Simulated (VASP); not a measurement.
Write the native input for VASP 6.6.1 that does the following.

```yaml
Task: single point
Functional: PBE
Potentials_or_basis: VASP PAW PBE potentials, release 64 (Mg, Se)
Cutoff: 520 eV
k_mesh: 6 × 6 × 8
Occupations: gaussian, width 0.1 eV
Spin: no spin polarisation
Dipole_correction: no
Further_INCAR_settings: ALGO = Normal; EDIFF = 1e-06; NBANDS = 20
```

The structure of Mg7Se lies in POSCAR:

```
Mg7Se
1.0
    6.3800719552      0.0000000000      0.0000000000
    0.0000000000      6.3800719552      0.0000000000
    0.0000000000      0.0000000000      4.6298744636
Mg Se
7 1
Direct
    0.2620420306      0.2620420306      0.0850101634
    0.7379579694      0.7379579694      0.0850101634
    0.7379579694      0.2620420306      0.0850101634
    0.2620420306      0.7379579694      0.0850101634
    0.5000000000      0.0000000000      0.5878912488
    0.0000000000      0.5000000000      0.5878912488
    0.5000000000      0.5000000000      0.5922981063
    0.0000000000      0.0000000000      0.7863979922
```

The cell was built from a structure type or drawn by symmetry, and may not be a known phase.

The input as run:

INCAR

```
PREC     = Accurate       # precision mode
ENCUT    = 520            # plane-wave cutoff, eV
EDIFF    = 1E-6           # SCF threshold, eV
ISMEAR   = 0              # smearing method
SIGMA    = 0.1            # smearing width, eV
LREAL    = False          # projectors in reciprocal space
LASPH    = True           # aspherical terms in the spheres
NELM     = 80             # most SCF steps
ALGO     = Normal         # electronic algorithm
ISIF     = 2              # what is computed and relaxed
LWAVE    = False          # write WAVECAR
LCHARG   = False          # write CHGCAR
GGA      = PE             # functional
NBANDS   = 20             # bands
```

KPOINTS

```
regular mesh
0
Gamma
  6 6 8
```

Potentials or basis: VASP PAW PBE potentials, release 64 (Mg, Se).

Command:

```console
$ cat potpaw_PBE.64/Mg/POTCAR potpaw_PBE.64/Se/POTCAR > POTCAR
$ mpirun -np 1 vasp_std > vasp.out
```

Results of the run:

```
Pressure               : -0.1 GPa
Largest force          : 0.005 eV/Å
Band gap on the k mesh : zero (bands 10 and 11 overlap by 1.97 eV)
```

Run time: 72 s on 1 thread of Intel(R) Xeon(R) 6975P-C (Granite Rapids) (shared host), peak memory 0.37 GiB.
